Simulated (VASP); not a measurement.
A run of VASP 6.6.1 is set up as follows.

Contents of INCAR:

```
SYSTEM = Al2Cu
PREC = Accurate
ENCUT = 520
EDIFF = 1E-6
ISMEAR = 0
SIGMA = 0.15
LREAL = .False.
LASPH = .True.
NELM = 100
ALGO = Fast
ISIF = 2
LWAVE = .False.
LCHARG = .False.
GGA = PE
NBANDS = 26
```

The input KPOINTS:

```
Automatic mesh
0
Gamma
  10 10 10
  0 0 0
```

Contents of POSCAR:

```
Al2Cu
1.0
   -3.0261521191      3.0261521191      2.3192000000
    3.0261521191     -3.0261521191      2.3192000000
    3.0261521191      3.0261521191     -2.3192000000
Al Cu
4 2
Direct
    0.1587211657      0.6587211657      0.8174423314
    0.6587211657      0.8412788343      0.5000000000
    0.8412788343      0.3412788343      0.1825576686
    0.3412788343      0.1587211657      0.5000000000
    0.7500000000      0.7500000000      0.0000000000
    0.2500000000      0.2500000000      0.0000000000
```

Potentials or basis: VASP PAW PBE potentials, release 64 (Al, Cu).

Run with:

```console
$ cat potpaw_PBE.64/Al/POTCAR potpaw_PBE.64/Cu/POTCAR > POTCAR
$ mpirun -np 1 vasp_std > vasp.out
```

Predict the largest force.

0.194 eV/Å.

What does it give for the band gap on the k mesh?

Zero (band 17 reaches 11.46 eV, above the bottom of band 18 at 6.58 eV).

Forces in eV/Å, atoms in the order of the input:
```
Al  -0.137 -0.137  0.000
Al   0.137 -0.137  0.000
Al   0.137  0.137  0.000
Al  -0.137  0.137  0.000
Cu   0.000  0.000  0.000
Cu   0.000  0.000  0.000
```
